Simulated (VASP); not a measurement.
Mg3ZrN:

```xyz
5
Lattice="3.0895 0.0000 0.0000 0.0000 3.0895 0.0000 0.0000 0.0000 11.4143" Properties=species:S:1:pos:R:3 pbc="T T T"
Mg    0.0000    0.0000    0.0000
Mg    1.5447    1.5447    2.4586
Mg    1.5447    1.5447    8.9557
Zr    1.5447    1.5447    5.7071
N     0.0000    0.0000    5.7071
```

| Property | Result |
| --- | --- |
| Program | VASP 6.6.1 |
| Task | relaxation of cell and atoms |
| Functional | PBE |
| Potentials or basis | VASP PAW PBE potentials, release 64 (Mg, Zr_sv, N) |
| Cutoff | 600 eV |
| k mesh | 12 × 12 × 4 |
| Occupations | gaussian, width 0.1 eV |
| Spin | no spin polarisation |

At the start: pressure 0.1 GPa; volume 21.79 Å³/atom.

Q: How do energy, volume and symmetry change on relaxing?

A: Over 12 steps the energy falls by 3.9 meV/atom and the volume is 21.58 Å³/atom (-0.9 %); space group P4/mmm (No. 123, to 0.05 Å).

The path:
| step | energy change (eV) | largest force (eV/Å) | pressure (GPa) | volume (Å³) |
| --- | --- | --- | --- | --- |
| 1 | 0.0000 | 0.1728 | 0.13 | 108.95 |
| 2 | -0.0057 | 0.1605 | -0.39 | 109.22 |
| 3 | -0.0067 | 0.1525 | -0.74 | 109.41 |
| 4 | -0.0105 | 0.1378 | -0.54 | 108.88 |
| 5 | -0.0157 | 0.0901 | 0.08 | 107.34 |
| 6 | -0.0157 | 0.0845 | 0.15 | 107.18 |
| 7 | -0.0168 | 0.0703 | 0.15 | 107.28 |
| 8 | -0.0188 | 0.0292 | 0.13 | 107.56 |
| 9 | -0.0178 | 0.0474 | 0.12 | 108.11 |
| 10 | -0.0192 | 0.0012 | 0.12 | 107.75 |
| 11 | -0.0191 | 0.0010 | -0.17 | 108.14 |
| 12 | -0.0193 | 0.0001 | 0.00 | 107.91 |

Final structure:
```yaml
crystal:
  lattice:
    - [3.10155, 0.00000, 0.00000]
    - [0.00000, 3.10155, 0.00000]
    - [0.00000, 0.00000, 11.21811]
  atoms:
    - { symbol: Mg, position: [0.00000, 0.00000, 0.00000] }
    - { symbol: Mg, position: [0.50000, 0.50000, 0.20882] }
    - { symbol: Mg, position: [0.50000, 0.50000, 0.79118] }
    - { symbol: Zr, position: [0.50000, 0.50000, 0.50000] }
    - { symbol: N, position: [0.00000, 0.00000, 0.50000] }
```
